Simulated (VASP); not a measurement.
# Yb3InC (Pm-3m) in VASP: single point with PBE

Aim: the single point of Yb3InC with PBE.

Program: VASP 6.6.1. These are calculated values, not measurements. Logs are shortened: lines on timing, memory, paths and dates and some standing lists are left out, and cuts for length are marked.

### Step 1. The cell of the first run

Symmetry: Pm-3m, No. 221, cubic system. Conventional cell: a = 5.063 Å, b = 5.063 Å, c = 5.063 Å, α = 90.00°, β = 90.00°, γ = 90.00°. Within 3.3 Å of Yb (site symmetry 4/mmm) lie 2 C at 2.53 Å. Within 4.7 Å of In (site symmetry m-3m) lie 12 Yb at 3.58 Å and 8 C at 4.38 Å. Within 3.3 Å of C (site symmetry m-3m) lie 6 Yb at 2.53 Å.

### Step 2. Single point, PBE

File INCAR:

```
SYSTEM = Yb3InC
ALGO = All ; EDIFF = 1E-6
ENCUT = 800 ; GGA = PE
GGA_COMPAT = .FALSE. ; ISEARCH = 1
ISIF = 2 ; ISMEAR = -1
KPAR = 4 ; LASPH = .TRUE.
LCHARG = .FALSE. ; LMAXMIX = 6
LREAL = .FALSE. ; LWAVE = .FALSE.
NBANDS = 52 ; NELM = 300
PREC = Accurate ; SIGMA = 0.15
```

File KPOINTS:

```
k-points
0
G
  4 4 4
  0 0 0
```

File POSCAR:

```
Yb3InC
1.0
    5.0632500000      0.0000000000      0.0000000000
    0.0000000000      5.0632500000      0.0000000000
    0.0000000000      0.0000000000      5.0632500000
Yb In C
3 1 1
Direct
    0.5000000000      0.0000000000      0.5000000000
    0.5000000000      0.5000000000      0.0000000000
    0.0000000000      0.5000000000      0.5000000000
    0.0000000000      0.0000000000      0.0000000000
    0.5000000000      0.5000000000      0.5000000000
```

Potentials or basis: VASP PAW PBE potentials, release 64 (Yb, In_d, C).

Started as:

```sh
> cat potpaw_PBE.64/Yb/POTCAR potpaw_PBE.64/In_d/POTCAR potpaw_PBE.64/C/POTCAR > POTCAR
> mpirun -np 4 vasp_std > vasp.out
```

OUTCAR:

```text
SYSTEM = Yb3InC
   EDIFF = 1E-6
   ENCUT = 800
   GGA = PE
   ISIF = 2
   ISMEAR = -1
   LASPH = .TRUE.
   LREAL = .FALSE.
   NELM = 300
   PREC = Accurate

 ion  position               nearest neighbor table
   1  0.500  0.000  0.500-   5 2.53   5 2.53   4 3.58   2 3.58   2 3.58   4 3.58   2 3.58   3 3.58
                             3 3.58   2 3.58   3 3.58   4 3.58   4 3.58   3 3.58
   2  0.500  0.500  0.000-   5 2.53   5 2.53   4 3.58   1 3.58   1 3.58   3 3.58   3 3.58   1 3.58
                             4 3.58   1 3.58   3 3.58   4 3.58   3 3.58   4 3.58
   3  0.000  0.500  0.500-   5 2.53   5 2.53   4 3.58   1 3.58   2 3.58   4 3.58   1 3.58   4 3.58
                             4 3.58   1 3.58   2 3.58   2 3.58   2 3.58   1 3.58
   4  0.000  0.000  0.000-   1 3.58   2 3.58   3 3.58   1 3.58   3 3.58   2 3.58   3 3.58   3 3.58
                             1 3.58   2 3.58   1 3.58   2 3.58
   5  0.500  0.500  0.500-   1 2.53   2 2.53   3 2.53   2 2.53   1 2.53   3 2.53

  LATTYP: Found a simple cubic cell.
 ALAT       =     5.0632500000

  Lattice vectors:

 A1 = (   5.0632500000,   0.0000000000,   0.0000000000)
 A2 = (   0.0000000000,   5.0632500000,   0.0000000000)
 A3 = (   0.0000000000,   0.0000000000,   5.0632500000)

Analysis of symmetry for initial positions (statically):
=====================================================================
 Subroutine PRICEL returns:
 Original cell was already a primitive cell.

 Routine SETGRP: Setting up the symmetry group for a
 simple cubic supercell.

 Subroutine GETGRP returns: Found 48 space group operations
 (whereof 48 operations were pure point group operations)
 out of a pool of 48 trial point group operations.

The static configuration has the point symmetry O_h .

Analysis of symmetry for dynamics (positions and initial velocities):
=====================================================================
 Subroutine PRICEL returns:
 Original cell was already a primitive cell.

 Routine SETGRP: Setting up the symmetry group for a
 simple cubic supercell.

 Subroutine GETGRP returns: Found 48 space group operations
 (whereof 48 operations were pure point group operations)
 out of a pool of 48 trial point group operations.

The dynamic configuration has the point symmetry O_h .

 Subroutine INISYM returns: Found 48 space group operations
 (whereof 48 operations are pure point group operations),
 and found     1 'primitive' translations

----------------------------------------------------------------------------------------

                                     Primitive cell

  volume of cell :     129.8040

  direct lattice vectors                    reciprocal lattice vectors
     5.063250000  0.000000000  0.000000000     0.197501605  0.000000000  0.000000000
     0.000000000  5.063250000  0.000000000     0.000000000  0.197501605  0.000000000
     0.000000000  0.000000000  5.063250000     0.000000000  0.000000000  0.197501605

  length of vectors
     5.063250000  5.063250000  5.063250000     0.197501605  0.197501605  0.197501605

  position of ions in fractional coordinates (direct lattice)
     0.500000000  0.000000000  0.500000000
     0.500000000  0.500000000  0.000000000
     0.000000000  0.500000000  0.500000000
     0.000000000  0.000000000  0.000000000
     0.500000000  0.500000000  0.500000000

  ion indices of the primitive-cell ions
   primitive index   ion index
                 1           1
                 2           2
                 3           3
                 4           4
                 5           5

----------------------------------------------------------------------------------------

 KPOINTS: k-points

Automatic generation of k-mesh.
 Grid dimensions read from file:
 generate k-points for:    4    4    4

 Generating k-lattice:

  Cartesian coordinates                     Fractional coordinates (reciprocal lattice)
     0.049375401  0.000000000  0.000000000     0.250000000  0.000000000  0.000000000
     0.000000000  0.049375401  0.000000000     0.000000000  0.250000000  0.000000000
     0.000000000  0.000000000  0.049375401     0.000000000  0.000000000  0.250000000

  Length of vectors
     0.049375401  0.049375401  0.049375401

  Shift w.r.t. Gamma in fractional coordinates (k-lattice)
     0.000000000  0.000000000  0.000000000

 Subroutine IBZKPT returns following result:
 ===========================================

 Found     10 irreducible k-points:

 Following reciprocal coordinates:
            Coordinates               Weight
  0.000000  0.000000  0.000000      1.000000
  0.250000  0.000000  0.000000      6.000000
  0.500000  0.000000  0.000000      3.000000
  0.250000  0.250000  0.000000     12.000000
  0.500000  0.250000  0.000000     12.000000
  0.500000  0.500000  0.000000      3.000000
  0.250000  0.250000  0.250000      8.000000
  0.500000  0.250000  0.250000     12.000000
  0.500000  0.500000  0.250000      6.000000
  0.500000  0.500000  0.500000      1.000000
   k-points           NKPTS =     10   k-points in BZ     NKDIM =     10   number of bands    NBANDS=     52
   number of dos      NEDOS =    301   number of ions     NIONS =      5
   total plane-waves  NPLWV = 110592
   dimension x,y,z NGX =    48 NGY =   48 NGZ =   48
   dimension x,y,z NGXF=    96 NGYF=   96 NGZF=   96
   ions per type =               3   1   1
   NGX,Y,Z   is equivalent  to a cutoff of  15.76, 15.76, 15.76 a.u.
   NGXF,Y,Z  is equivalent  to a cutoff of  31.52, 31.52, 31.52 a.u.
 SYSTEM =  Yb3InC
   PREC   = accura    normal or accurate (medium, high low for compatibility)
   ISTART =      0    job   : 0-new  1-cont  2-samecut
   ICHARG =      2    charge: 1-file 2-atom 10-const
   ISPIN  =      1    spin polarized calculation?
   LNONCOLLINEAR =      F non collinear calculations
   LSORBIT =      F    spin-orbit coupling
   LASPH  =      T    aspherical Exc in radial PAW
   ENCUT  =  800.0 eV  58.80 Ry    7.67 a.u.  11.68 11.68 11.68*2*pi/ulx,y,z
   NELM   =    300;   NELMIN=  2; NELMDL= -5     # of ELM steps
   EDIFF  = 0.1E-05   stopping-criterion for ELM
   LREAL  =      F    real-space projection
   EDIFFG = 0.1E-04   stopping-criterion for IOM
   NSW    =      0    number of steps for IOM
   IBRION =     -1    ionic relax: 0-MD 1-quasi-New 2-CG
   NFREE  =      0    steps in history (QN), initial steepest desc. (CG)
   ISIF   =      2    stress and relaxation
   ISYM   =      2    0-nonsym 1-usesym 2-fastsym
   POTIM  = 0.5000    time-step for ionic-motion
   TEBEG  =    0.0;   TEEND  =   0.0 temperature during run
   PSTRESS=    0.0 pullay stress
   NELECT =      89.0000    total number of electrons
   NUPDOWN=      -1.0000    fix difference up-down
   EMIN   =  10.00;   EMAX   =-10.00  energy-range for DOS
   EFERMI =   0.00;   METHOD = LEGACY
   ISMEAR =    -1;   SIGMA  =   0.15  broadening in eV -4-tet -1-fermi 0-gaus
   EFERMI_NEDOS =   21; number of points for ismear=-14 and -15
   IALGO  =     58    algorithm
   IMIX   =      4    mixing-type and parameters
     AMIX     =   0.40;   BMIX     =  1.00
     AMIX_MAG =   1.60;   BMIX_MAG =  1.00
  volume/ion in A,a.u.               =      25.96       175.19
  Fermi-wavevector in a.u.,A,eV,Ry     =   1.443584  2.727979 28.353663  2.083935
  Thomas-Fermi vector in A             =   2.561975
   LORBIT       =      0    0 simple, 1 ext, 2 COOP (PROOUT), +10 PAW based schemes
   GGA     = PE    functional components
   LHFCALC =     F    Hartree Fock is set to
   AEXX    =    0.0000 exact exchange contribution
   IVDW    =     0    specifies the selected vdW correction
   LEPSILON=     F    determine dielectric tensor
   LRPA    =     F    only Hartree local field effects (RPA)
 non-spin polarized calculation
  energy-cutoff  :      800.00
  volume of cell :      129.80
 maximum number of plane-waves:      6704
 NGX is ok and might be reduce to    48
   NGX = 23   NGY = 23   NGZ = 23

 number of electron      88.9999996 magnetization

 Free energy of the ion-electron system (eV)
  ---------------------------------------------------
  ext. energy  EPLUGINS =         0.00000000
  ---------------------------------------------------
  free energy    TOTEN  =       -23.84087917 eV

  energy without entropy =      -22.90387492  energy(sigma->0) =      -23.37237704

 E-fermi :   2.7116     XC(G=0): -10.1064

 val. band max:        2.6713369096   @ k =   0.0000   0.0000   0.0000
 cond. band min:       2.7314834971   @ k =   0.5000   0.5000   0.0000
 fundamental gap:      0.0601465875
 Fermi energy:         2.7115554264

 k-point     1 :       0.0000    0.0000    0.0000
  band No.  band energies     occupation
      1     -48.8617      2.00000
      2     -48.8355      2.00000
      3     -48.8355      2.00000
      4     -21.2583      2.00000
      5     -21.2583      2.00000
      6     -21.2583      2.00000
[... 44 lines left out ...]
     51       4.7379      0.00000
     52       6.2707      0.00000

 k-point     2 :       0.2500    0.0000    0.0000
  band No.  band energies     occupation
      1     -48.8584      2.00000
      2     -48.8389      2.00000
      3     -48.8355      2.00000
      4     -21.2349      2.00000
      5     -21.2349      2.00000
      6     -21.2271      2.00000
[... 44 lines left out ...]
     51       5.8369      0.00000
     52       6.7548      0.00000

 k-point     3 :       0.5000    0.0000    0.0000
  band No.  band energies     occupation
      1     -48.8530      2.00000
      2     -48.8442      2.00000
      3     -48.8355      2.00000
      4     -21.2013      2.00000
      5     -21.2013      2.00000
      6     -21.1829      2.00000
[... 44 lines left out ...]
     51       6.2067      0.00000
     52       6.6532      0.00000
[... 276 lines left out ...]
 k-point     9 :       0.5000    0.5000    0.2500
  band No.  band energies     occupation
      1     -48.8442      2.00000
      2     -48.8442      2.00000
      3     -48.8442      2.00000
      4     -21.2835      2.00000
      5     -21.2443      2.00000
      6     -21.2443      2.00000
[... 44 lines left out ...]
     51       5.7528      0.00000
     52       6.3725      0.00000

 k-point    10 :       0.5000    0.5000    0.5000
  band No.  band energies     occupation
      1     -48.8442      2.00000
      2     -48.8442      2.00000
      3     -48.8442      2.00000
      4     -21.3047      2.00000
      5     -21.2828      2.00000
      6     -21.2828      2.00000
[... 44 lines left out ...]
     51       5.9398      0.00000
     52       5.9423      0.00000

------------------------ aborting loop because EDIFF is reached ----------------------------------------

  FORCE on cell =-STRESS in cart. coord.  units (eV):
  Direction    XX          YY          ZZ          XY          YZ          ZX
  --------------------------------------------------------------------------------------
  -------------------------------------------------------------------------------------
  Total       -2.9219903     -2.9219903     -2.9219903     -0.0000000      0.0000000     -0.0000000
  in kB      -36.0662711    -36.0662711    -36.0662711     -0.0000000      0.0000000     -0.0000000
  external PRESSURE =     -36.0662711 kB  Pullay stress =       0.0000000 kB

 VOLUME and BASIS-vectors are now :
 -----------------------------------------------------------------------------
  energy-cutoff  :      800.00
  volume of cell :      129.80
      direct lattice vectors                 reciprocal lattice vectors
     5.063250000  0.000000000  0.000000000     0.197501605  0.000000000  0.000000000
     0.000000000  5.063250000  0.000000000     0.000000000  0.197501605  0.000000000
     0.000000000  0.000000000  5.063250000     0.000000000  0.000000000  0.197501605

 POSITION                                       TOTAL-FORCE (eV/Angst)
 -----------------------------------------------------------------------------------
      2.53163      0.00000      2.53163         0.000000      0.000000      0.000000
      2.53163      2.53163      0.00000         0.000000      0.000000      0.000000
      0.00000      2.53163      2.53163         0.000000      0.000000      0.000000
      0.00000      0.00000      0.00000         0.000000      0.000000      0.000000
      2.53163      2.53163      2.53163         0.000000      0.000000      0.000000
 -----------------------------------------------------------------------------------
    total drift:                                0.000000      0.000000     -0.000000

  FREE ENERGIE OF THE ION-ELECTRON SYSTEM (eV)
  ---------------------------------------------------
  free  energy   TOTEN  =       -23.8408791700 eV

  energy  without entropy=      -22.9039279934  energy(sigma->0) =      -23.37240358
```

It took 5.7 min on 4 MPI ranks of Intel Xeon Platinum 8375C at 2.90GHz (Ice Lake), shared host; peak memory 0.5 GiB.

Results:

```yaml
Free_energy: -23.8409 eV
Pressure: -3.6 GPa
Band_gap_on_the_k_mesh: zero (an odd number of electrons rules out a gap without spin polarisation)
```

Levels at points of the mesh, in eV from the Fermi level:
```tsv
k point	band 42	band 43	band 44	band 45	band 46	band 47	band 48	band 49
(0.00, 0.00, 0.00)	-0.04	-0.04	0.08	0.08	1.12	1.12	1.12	2.02
(0.50, 0.00, 0.00)	-0.39	-0.14	-0.14	0.10	0.10	1.49	1.61	2.99
(0.50, 0.50, 0.00)	-0.59	-0.48	-0.31	-0.31	0.02	1.70	2.56	2.57
(0.50, 0.50, 0.50)	-0.59	-0.55	-0.33	-0.33	-0.33	1.93	1.93	1.93
```

Caveat: the cell stands under tension; spin-orbit coupling is left out, which moves the levels of the heavy elements. Spin polarisation is off, so any magnetic state and its effect on volume and gap are missing.

The gap in the log of VASP goes by the Fermi energy; the results here count the filled bands.